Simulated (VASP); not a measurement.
The system is Si.

```xyz
2
Lattice="0.0000 2.7355 2.7355 2.7355 0.0000 2.7355 2.7355 2.7355 0.0000" Properties=species:S:1:pos:R:3 pbc="T T T"
Si    2.7355    2.7355    2.7355
Si    4.1032    4.1032    4.1032
```

Base run:

```yaml
Program: VASP 6.6.1
Functional: PBE
Potentials_or_basis: VASP PAW PBE potentials, release 64 (Si)
Cutoff: 520 eV
k_mesh: 6 × 6 × 6
Occupations: fermi-dirac, width 0.05 eV
Spin: no spin polarisation
```

Its results: band gap on the k mesh 0.75 eV, indirect (least direct gap 2.55 eV); pressure -0.1 GPa.

Question: The run is repeated on the same cell with these changes: k mesh from 6 × 6 × 6 to 2 × 2 × 2. What comes out?

Answer: Band gap on the k mesh 0.64 eV, indirect (least direct gap 2.44 eV); pressure 7.3 GPa.

Caveats: some runs use coarse meshes.

A k mesh can miss the band edges.
